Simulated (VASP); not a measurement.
**CaO: single point with r2SCAN**

Crystal: CaO.

```
Ca O
1.0
     2.37199    2.37199    0.00000
    -2.37199    2.37199    0.00000
     0.00000    2.37199    2.37199
Ca O
1 1
Cartesian
  0.0000 0.0000 0.0000
  0.0000 2.3720 0.0000
```

* Program: VASP 6.6.1
* Task: single point
* Functional: r2SCAN
* Potentials or basis: VASP PAW PBE potentials, release 64 (Ca_sv, O_h)
* Cutoff: 910 eV
* k mesh: 8 × 8 × 8
* Occupations: gaussian, width 0.01 eV
* Spin: no spin polarisation

```json
{"Pressure": "5.1 GPa", "Band gap on the k mesh": "4.18 eV, indirect (least direct gap 4.54 eV)"}
```

Levels at points of the mesh, in eV from the valence-band top:
```
           k point  band 6  band 7  band 8  band 9  band 10  band 11
(0.00, 0.00, 0.00)    0.00    0.00    0.00    5.77     6.95     6.95
(0.50, 0.00, 0.00)   -2.70   -1.28   -1.28    7.89     9.27     9.27
(0.50, 0.50, 0.00)   -1.27   -0.36   -0.36    4.18     9.06     9.86
```

Wall time 49 s on 1 thread of Intel(R) Xeon(R) 6975P-C (Granite Rapids), on a shared host, peak memory 0.22 GiB.

Caveat: the cutoff is under 1.25 times the usual one of these potentials, so pressure, stress and relaxed cells hold a basis-set (Pulay) error; the PAW data sets were made with another functional, which shifts forces and pressure a little. A k mesh can miss the band edges.
